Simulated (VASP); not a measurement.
A run of VASP 6.6.1 is set up as follows.

INCAR

```
SYSTEM = Pd
PREC = Accurate ; ENCUT = 500
EDIFF = 1E-7 ; ISMEAR = -1
SIGMA = 0.05 ; LREAL = .FALSE.
LASPH = .TRUE. ; NELM = 120
ALGO = Normal ; ISIF = 3
LWAVE = .FALSE. ; LCHARG = .FALSE.
IBRION = 2 ; NSW = 80
EDIFFG = -0.01 ; PSTRESS = 100.0
GGA_COMPAT = .FALSE. ; NELMIN = 4
```

File KPOINTS:

```
regular mesh
0
G
  10 10 10
  0 0 0
```

POSCAR

```
Pd
1.0
    1.5450000000      1.5450000000      1.5450000000
   -1.5450000000      1.5450000000      1.5450000000
   -1.5450000000     -1.5450000000      1.5450000000
Pd
1
Direct
    0.0000000000      0.0000000000      0.0000000000
```

Potentials or basis: VASP PAW LDA potentials, release 64 (Pd).

Launch:

```console
$ cat potpaw_LDA.64/Pd/POTCAR > POTCAR
$ mpirun -np 1 vasp_std > vasp.out
```

(1) Predict the relaxed volume.

(2) Predict the space group after relaxing (to 0.05 Å).

(3) Predict the relaxed cell.

(4) What does it give for the band gap on the k mesh?

Results:

(1) 13.68 Å³/atom.

(2) Im-3m (No. 229).

(3) a = 2.610 Å, b = 2.610 Å, c = 2.610 Å, α = 70.53°, β = 109.47°, γ = 70.53°.

(4) zero (band 5 reaches 11.62 eV, above the bottom of band 6 at 9.83 eV).

Caveat: the cell is relaxed towards a set pressure, so the enthalpy falls and the energy may rise.
